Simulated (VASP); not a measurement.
Runs of VASP 6.6.1 on KF. The structure is that of space group Fm-3m (No. 225), or close to it. The cells are those of the table. 

| cell | k mesh | smearing | gap on the mesh (eV) | pressure (GPa) |
| --- | --- | --- | --- | --- |
| a = 3.835, b = 3.835, c = 3.785 Å, angles 59.6, 59.6, 90.0°, 2 atoms | 8 × 8 × 8 | gaussian 0.01 eV | 6.70 | (a) |
| a = 3.798, b = 3.798, c = 3.772 Å, angles 59.8, 59.8, 90.0°, 2 atoms | 8 × 8 × 8 | gaussian 0.01 eV | 6.81 | -0.6 |
| a = 3.760 Å, angles 60.0, 60.0, 90.0°, 2 atoms | 12 × 12 × 12 | fermi-dirac 0.08 eV | (c) | 0.0 |
| a = 3.835, b = 3.835, c = 3.776 Å, angles 59.5, 59.5, 90.0°, 2 atoms | 8 × 8 × 8 | gaussian 0.01 eV | (b) | -0.9 |

Alike in all rows: task single point; level r2SCAN; potentials or basis VASP PAW PBE potentials, release 64 (K_sv, F); no spin polarisation; cutoff (eV) 520.

Task: Fill in the values left out.

Result: (a) -1.0; (b) 6.72; (c) 6.91.

Caveats: the PAW data sets were made with another functional, which shifts forces and pressure a little.

A k mesh can miss the band edges.
